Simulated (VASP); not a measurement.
Write the native input for VASP 6.6.1 that does the following.

```yaml
Task: relaxation of cell and atoms
Functional: PBE
Potentials_or_basis: VASP PAW PBE potentials, release 64 (Li_sv, Se)
Cutoff: 600 eV
k_mesh: 6 × 6 × 10
Occupations: gaussian, width 0.1 eV
Spin: no spin polarisation
Dipole_correction: no
Further_INCAR_settings: ALGO = Normal; EDIFF = 1e-06; IBRION = 2; EDIFFG = -0.01; NSW = 100; ISIF = 3
```

The structure of LiSe6 lies in POSCAR:

```
LiSe6
1.0
    8.0815913241      0.0000000000      0.0000000000
   -4.0407956621      6.9988633897      0.0000000000
    0.0000000000      0.0000000000      4.0627000932
Li Se
1 6
Direct
    0.0000000000      0.0000000000      0.0000000000
    0.0000000000      0.3048663817      0.5000000000
    0.6951336183      0.6951336183      0.5000000000
    0.3048663817      0.0000000000      0.5000000000
    0.0000000000      0.6951336183      0.5000000000
    0.3048663817      0.3048663817      0.5000000000
    0.6951336183      0.0000000000      0.5000000000
```

These files were run (other wordings do the same):

INCAR

```
SYSTEM = LiSe6
PREC = Accurate
ENCUT = 600
EDIFF = 1E-6
ISMEAR = 0
SIGMA = 0.1
LREAL = .False.
LASPH = .True.
NELM = 100
ALGO = Normal
ISIF = 3
LWAVE = .False.
LCHARG = .False.
GGA = PE
IBRION = 2
NSW = 100
EDIFFG = -0.01
```

KPOINTS

```
regular mesh
0
Gamma
  6 6 10
  0 0 0
```

Potentials or basis: VASP PAW PBE potentials, release 64 (Li_sv, Se).

Run with:

```sh
$ cat potpaw_PBE.64/Li_sv/POTCAR potpaw_PBE.64/Se/POTCAR > POTCAR
$ mpirun -np 1 vasp_std > vasp.out
```

Results of the run:

The relaxed volume is 32.34 Å³/atom, the relaxed cell is a = 8.184 Å, b = 8.184 Å, c = 3.903 Å, α = 90.00°, β = 90.00°, γ = 120.00° and the space group after relaxing (to 0.05 Å) is P6/mmm (No. 191). The energy gained by relaxing is 3.7 meV/atom, the ionic steps are 9 and the pressure after relaxing is 0.0 GPa.

Caveat: the cutoff is under 1.25 times the usual one of these potentials, so pressure, stress and relaxed cells hold a basis-set (Pulay) error.

Run time: 17 min on 1 thread of AMD EPYC 9R45 96-Core Processor (Zen 5), with other jobs on the host, peak memory 0.52 GiB.
